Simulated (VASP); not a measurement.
Runs of VASP 6.6.1 on FePt. The structure is that of space group P-6m2 (No. 187), or close to it. The cells are those of the table. 

| task | cell | k mesh | gap on the mesh (eV) | pressure (GPa) | moment (μB) |
| --- | --- | --- | --- | --- | --- |
| relaxation of cell and atoms | relaxed from a = 2.660, b = 2.660, c = 4.476 Å, angles 90.0, 90.0, 120.0°, 2 atoms | 6 × 6 × 4 | none | 0.2 | 3.13 |
| single point | a = 2.660, b = 2.660, c = 4.476 Å, angles 90.0, 90.0, 120.0°, 2 atoms | 6 × 6 × 4 | none | (a) | 3.10 |
| single point | a = 2.729, b = 2.729, c = 4.371 Å, angles 90.0, 90.0, 120.0°, 2 atoms | 24 × 24 × 12 | none | -0.3 | 3.15 |
| single point | a = 2.716, b = 2.716, c = 4.402 Å, angles 90.0, 90.0, 120.0°, 2 atoms | 6 × 6 × 4 | none | -0.3 | (b) |

Alike in all rows: level PBE; potentials or basis VASP PAW PBE potentials, release 64 (Fe, Pt); spin collinear, ferromagnetic start; cutoff (eV) 600; smearing gaussian 0.1 eV.

**Question.** Estimate the missing entries.

**Answer.** (a) 6.4; (b) 3.14.

Caveats: some runs use coarse meshes; spin-orbit coupling is left out, which moves the levels of the heavy elements.

A k mesh can miss the band edges, and the runs leave out spin-orbit coupling on Pt.

A gap of «none» marks levels without a gap at the run's occupations.
